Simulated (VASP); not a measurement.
# ZnS (P6_3mc) in VASP: notebook, part 2 of 2

VASP 6.6.1. The steps go on from the part before.

### 4 Single point, PBEsol (19.01 Å³/atom)

This run uses another cell than the first one, of 19.01 Å³/atom.

File INCAR:

```
SYSTEM = ZnS
PREC = Accurate
ENCUT = 520
EDIFF = 1E-7
ISMEAR = -1
SIGMA = 0.05
LREAL = .False.
LASPH = .True.
NELM = 60
ALGO = Normal
ISIF = 2
LWAVE = .False.
LCHARG = .True.
GGA = PS
LELF = .True.
LVHAR = .True.
NBANDS = 46
```

File KPOINTS:

```
regular mesh
0
Gamma
  8 8 3
  0 0 0
```

File POSCAR:

```
ZnS
1.0
    3.7710355586      0.0000000000      0.0000000000
   -1.8855177793      3.2658125923      0.0000000000
    0.0000000000      0.0000000000     12.3507900682
Zn S
4 4
Direct
    0.6666666667      0.3333333333      0.7500000000
    0.3333333333      0.6666666667      0.2500000000
    0.0000000000      0.0000000000      0.5000000000
    0.0000000000      0.0000000000      0.0000000000
    0.6666666667      0.3333333333      0.9375000000
    0.3333333333      0.6666666667      0.4375000000
    0.0000000000      0.0000000000      0.6875000000
    0.0000000000      0.0000000000      0.1875000000
```

Potentials or basis: VASP PAW PBE potentials, release 64 (Zn, S).

The run is started by

```bash
$ cat potpaw_PBE.64/Zn/POTCAR potpaw_PBE.64/S/POTCAR > POTCAR
$ mpirun -np 1 vasp_std > vasp.out
```

OUTCAR:

```text
SYSTEM = ZnS
   PREC = Accurate
   ENCUT = 520
   EDIFF = 1E-7
   ISMEAR = -1
   LREAL = .False.
   LASPH = .True.
   NELM = 60
   ISIF = 2
   GGA = PS

 ion  position               nearest neighbor table
   1  0.667  0.333  0.750-   7 2.31   7 2.31   7 2.31   5 2.32
   2  0.333  0.667  0.250-   8 2.31   8 2.31   8 2.31   6 2.32
   3  0.000  0.000  0.500-   6 2.31   6 2.31   6 2.31   7 2.32
   4  0.000  0.000  0.000-   5 2.31   5 2.31   5 2.31   8 2.32
   5  0.667  0.333  0.938-   4 2.31   4 2.31   4 2.31   1 2.32
   6  0.333  0.667  0.438-   3 2.31   3 2.31   3 2.31   2 2.32
   7  0.000  0.000  0.688-   1 2.31   1 2.31   1 2.31   3 2.32
   8  0.000  0.000  0.188-   2 2.31   2 2.31   2 2.31   4 2.32

  LATTYP: Found a hexagonal cell.
 ALAT       =     3.7710355586
 C/A-ratio  =     3.2751719989

  Lattice vectors:

 A1 = (   3.7710355586,   0.0000000000,   0.0000000000)
 A2 = (  -1.8855177793,   3.2658125923,   0.0000000000)
 A3 = (   0.0000000000,   0.0000000000,  12.3507900682)

Analysis of symmetry for initial positions (statically):
=====================================================================
 Subroutine PRICEL returns:
 Original cell was already a primitive cell.

 Routine SETGRP: Setting up the symmetry group for a
 hexagonal supercell.

 Subroutine GETGRP returns: Found 12 space group operations
 (whereof  6 operations were pure point group operations)
 out of a pool of 24 trial point group operations.

The static configuration has the point symmetry C_3v.
 The point group associated with its full space group is C_6v.

Analysis of symmetry for dynamics (positions and initial velocities):
=====================================================================
 Subroutine PRICEL returns:
 Original cell was already a primitive cell.

 Routine SETGRP: Setting up the symmetry group for a
 hexagonal supercell.

 Subroutine GETGRP returns: Found 12 space group operations
[... 134 lines left out ...]
  Thomas-Fermi vector in A             =   2.408550
   LORBIT       =      0    0 simple, 1 ext, 2 COOP (PROOUT), +10 PAW based schemes
   GGA     = PS    functional components
   LHFCALC =     F    Hartree Fock is set to
   AEXX    =    0.0000 exact exchange contribution
   IVDW    =     0    specifies the selected vdW correction
   LEPSILON=     F    determine dielectric tensor
   LRPA    =     F    only Hartree local field effects (RPA)
 non-spin polarized calculation
  energy-cutoff  :      520.00
  volume of cell :      152.11
 maximum number of plane-waves:      4129
 NGX is ok and might be reduce to    28
   NGX = 13   NGY = 13   NGZ = 45

 number of electron      71.9999982 magnetization

 Free energy of the ion-electron system (eV)
  ---------------------------------------------------
  ext. energy  EPLUGINS =         0.00000000
  ---------------------------------------------------
  free energy    TOTEN  =       -30.33875814 eV

  energy without entropy =      -30.33875814  energy(sigma->0) =      -30.33875814

 E-fermi :   3.3742     XC(G=0): -10.0201

 val. band max:        2.3742482434   @ k =   0.0000   0.0000   0.0000
 cond. band min:       4.5507231335   @ k =   0.0000   0.0000   0.0000
 fundamental gap:      2.1764748902
 Fermi energy:         3.3742139496

 k-point     1 :       0.0000    0.0000    0.0000
  band No.  band energies     occupation
      1     -11.0605      2.00000
      2     -10.6073      2.00000
      3     -10.5952      2.00000
      4     -10.0450      2.00000
      5      -4.1552      2.00000
      6      -4.1509      2.00000
[... 969 lines left out ...]
     45       9.6513      0.00000
     46       9.9435      0.00000

------------------------ aborting loop because EDIFF is reached ----------------------------------------

  FORCE on cell =-STRESS in cart. coord.  units (eV):
  Direction    XX          YY          ZZ          XY          YZ          ZX
  --------------------------------------------------------------------------------------
  -------------------------------------------------------------------------------------
  Total        1.0553839      1.0553839      0.9110715      0.0000000      0.0000000      0.0000000
  in kB       11.1166627     11.1166627      9.5965780      0.0000000      0.0000000      0.0000000
  external PRESSURE =      10.6099678 kB  Pullay stress =       0.0000000 kB

 VOLUME and BASIS-vectors are now :
 -----------------------------------------------------------------------------
  energy-cutoff  :      520.00
  volume of cell :      152.11
      direct lattice vectors                 reciprocal lattice vectors
     3.771035559  0.000000000  0.000000000     0.265179149  0.153101253  0.000000000
    -1.885517779  3.265812592  0.000000000     0.000000000  0.306202506  0.000000000
     0.000000000  0.000000000 12.350790068     0.000000000  0.000000000  0.080966480

 POSITION                                       TOTAL-FORCE (eV/Angst)
 -----------------------------------------------------------------------------------
      1.88552      1.08860      9.26309         0.000000      0.000000      0.009233
     -0.00000      2.17721      3.08770        -0.000000     -0.000000      0.009233
      0.00000      0.00000      6.17540         0.000000     -0.000000      0.030730
      0.00000      0.00000      0.00000        -0.000000     -0.000000      0.030730
      1.88552      1.08860     11.57887         0.000000      0.000000      0.010822
     -0.00000      2.17721      5.40347        -0.000000     -0.000000      0.010822
      0.00000      0.00000      8.49117         0.000000     -0.000000     -0.050785
      0.00000      0.00000      2.31577        -0.000000      0.000000     -0.050785
 -----------------------------------------------------------------------------------
    total drift:                               -0.000002     -0.000003      0.000391

  FREE ENERGIE OF THE ION-ELECTRON SYSTEM (eV)
  ---------------------------------------------------
  free  energy   TOTEN  =       -30.3387581448 eV

  energy  without entropy=      -30.3387581447  energy(sigma->0) =      -30.33875814
```

stdout:

```text
POSCAR found type information on POSCAR ZnS
 POSCAR found :  2 types and       8 ions
 scaLAPACK will be used
 -----------------------------------------------------------------------------
|                                                                             |
|                                                                             |
|     You enforced a specific xc type in the INCAR file but a different       |
|     I HOPE YOU KNOW WHAT YOU ARE DOING!                                     |
|                                                                             |
 -----------------------------------------------------------------------------

 LDA part: xc-table for (Slater+PW92), standard interpolation
 POSCAR, INCAR and KPOINTS ok, starting setup
 FFT: planning ... GRIDC
 FFT: planning ... GRID_SOFT
 FFT: planning ... GRID
 WAVECAR not read
 entering main loop
```

Run time: 90 s. Hardware: 1 thread of AMD EPYC 9R45 (Zen 5), shared host; peak memory 0.28 GiB.

Results:

```yaml
Free_energy: -30.3388 eV
Pressure: 1.1 GPa
Largest_force: 0.051 eV/Å
Band_gap_on_the_k_mesh: 2.18 eV
```

Forces in eV/Å, atoms in the order of the input:
```
Zn   0.000  0.000  0.009
Zn   0.000  0.000  0.009
Zn   0.000  0.000  0.031
Zn   0.000  0.000  0.031
S    0.000  0.000  0.011
S    0.000  0.000  0.011
S    0.000  0.000 -0.051
S    0.000  0.000 -0.051
```

Levels at points of the mesh, in eV from the valence-band top:
```tsv
k point	band 34	band 35	band 36	band 37	band 38	band 39
(0.00, 0.00, 0.00)	-0.04	0.00	0.00	2.18	3.15	3.38
(0.50, 0.00, 0.00)	-1.69	-1.20	-0.94	3.19	3.20	3.63
```

Caveat: the PAW data sets were made with another functional, which shifts forces and pressure a little.

### 5 Summary

| level | cell | gap on the mesh (eV) | pressure (GPa) | largest force (eV/Å) |
| --- | --- | --- | --- | --- |
| revPBE+D3(BJ) | a = 3.848, b = 3.848, c = 12.603 Å, angles 90.0, 90.0, 120.0°, 8 atoms | 2.17 | -3.5 | 0.05 |
| PBEsol | a = 3.745, b = 3.745, c = 12.264 Å, angles 90.0, 90.0, 120.0°, 8 atoms | 2.27 | 2.9 | 0.06 |
| PBEsol | a = 3.771, b = 3.771, c = 12.351 Å, angles 90.0, 90.0, 120.0°, 8 atoms | 2.18 | 1.1 | 0.05 |

Alike in all rows: task single point; potentials or basis VASP PAW PBE potentials, release 64 (Zn, S); no spin polarisation; k mesh 8 × 8 × 3; cutoff (eV) 520; smearing fermi-dirac 0.05 eV.

Caveats: the PAW data sets were made with another functional, which shifts forces and pressure a little; an odd mesh through Γ misses points on the zone boundary, where band edges can lie (at least some runs); the cell stands under tension (at least some runs).

Total energies depend on the potentials used, so only differences within one code and one set of settings carry meaning.
